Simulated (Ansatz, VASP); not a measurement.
**P: VASP beside Ansatz**

```
P
1.0
     3.28107    0.00000    0.00000
    -1.64053    2.84149    0.00000
     0.00000    0.00000   37.69189
P
12
Direct
  0.00000 0.00000 0.18277
  0.00000 0.00000 0.68277
  0.00000 0.00000 0.31723
  0.00000 0.00000 0.81723
  0.33333 0.66667 0.51647
  0.66667 0.33333 0.01647
  0.33333 0.66667 0.98353
  0.66667 0.33333 0.48353
  0.33333 0.66667 0.64984
  0.66667 0.33333 0.14984
  0.33333 0.66667 0.85016
  0.66667 0.33333 0.35016
```

Alike in both runs: functional PBE; k mesh 12 × 12 × 1; occupations gaussian, width 0.02 eV; no spin polarisation.

Ansatz relaxed the structure, and its values are those at the end. VASP's run is a single point on that final structure, the one shown.

|  | VASP | Ansatz |
| --- | --- | --- |
| version | VASP 6.6.1 | Ansatz 0.2.0 |
| potentials or method | VASP PAW PBE potentials, release 64 (P), cutoff 520 eV | scalar-relativistic, plane waves, PAW |
| valence electrons in the cell | 60 | 60 |

```tsv
	VASP	Ansatz	Ansatz less VASP
gap on the k mesh at the Fermi level (eV)	1.72	1.68	-0.039
least direct gap on the mesh (eV)	2.06	2.02	-0.042
pressure (GPa)	-0.2	0.0	+0.24
rms of the force components (eV/Å)	0.048	0.002	-0.0466
```
